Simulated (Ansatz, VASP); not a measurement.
One calculation of AgI, two programs

```
Ag I
1.0
     4.65075    0.00000    0.00000
    -2.32537    4.02766    0.00000
     0.00000    0.00000    7.59971
Ag I
2 2
Direct
  0.66667 0.33333 0.62752
  0.33333 0.66667 0.12752
  0.66667 0.33333 0.00248
  0.33333 0.66667 0.50248
```

Alike in both runs: task single point; functional r2SCAN; k mesh 6 × 6 × 4; no spin polarisation.

|  | VASP | Ansatz |
| --- | --- | --- |
| version | VASP 6.6.1 | Ansatz 0.2.0 |
| potentials or method | VASP PAW PBE potentials, release 64 (Ag, I) | plane waves, PAW |
| plane-wave cutoff (eV) | 550 | 500 |
| occupations | gaussian, width 0.01 eV | fixed |
| valence electrons in the cell | 36 | 72 |

VASP gave:

* gap on the k mesh at the Fermi level (eV): 1.83
* pressure (GPa): -0.1

**Question.** Which values does Ansatz return?

**Answer.** gap on the k mesh at the Fermi level (eV): 1.86; pressure (GPa): 0.0.

VASP's potentials were made for PBE, not for r2SCAN. VASP's potentials hold 36 valence electrons a cell and Ansatz's 72, so a difference there can come from the potentials and not from the codes.

Spin-orbit coupling is off throughout.
